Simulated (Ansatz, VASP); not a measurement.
# KF in VASP and in Ansatz

File INCAR:

```
ALGO = Normal
EDIFF = 1E-6
ENCUT = 520
ISIF = 2
ISMEAR = 0
LASPH = True
LCHARG = False
LREAL = False
LWAVE = False
NBANDS = 15
NELM = 80
PREC = Accurate
SIGMA = 0.05
```

The input KPOINTS:

```
k-points
0
Gamma
  8 8 8
```

File POSCAR:

```
KF
1.0
    0.0558068642      2.6236073634      2.6236073634
    2.6236073634      0.0558068642      2.6236073634
    2.6236073634      2.6236073634      0.0558068642
K F
1 1
Direct
    0.0000000000      0.0000000000      0.0000000000
    0.5000000000      0.5000000000      0.5000000000
```

Input for Ansatz:

```yaml
crystal:
  lattice:
    - [0.0558068642, 2.6236073634, 2.6236073634]
    - [2.6236073634, 0.0558068642, 2.6236073634]
    - [2.6236073634, 2.6236073634, 0.0558068642]
  atoms:
    - { symbol: K, position: [0.0, 0.0, 0.0] }
    - { symbol: F, position: [0.5, 0.5, 0.5] }
basis:
  ecutwfc: 520.0
kpoints:
  mp_grid: { grid: [8, 8, 8] }
hamiltonian:
  xc: lda
scf:
  occupations: { method: gaussian, width: 0.05 }
output:
  forces: true
  stress: true
  eigenvalues: true
```

Alike in both runs: task single point; functional LDA; k mesh 8 × 8 × 8; occupations gaussian, width 0.05 eV; no spin polarisation.

|  | VASP | Ansatz |
| --- | --- | --- |
| version | VASP 6.6.1 | Ansatz 0.2.0 |
| potentials or method | VASP PAW LDA potentials, release 64 (K_sv, F), cutoff 520 eV | scalar-relativistic, plane waves, PAW |
| valence electrons in the cell | 16 | 16 |

```csv
,VASP,Ansatz,Ansatz less VASP
gap on the k mesh at the Fermi level (eV),6.24,6.26,+0.019
least direct gap on the mesh (eV),6.24,6.26,+0.019
pressure (GPa),-0.5,-0.7,-0.21
"traceless stress, the component that is largest in VASP (GPa)",-0.31,-0.32,-0.006
```

LDA's correlation is that of Perdew and Zunger in VASP and of Perdew and Wang (1992) in Ansatz.
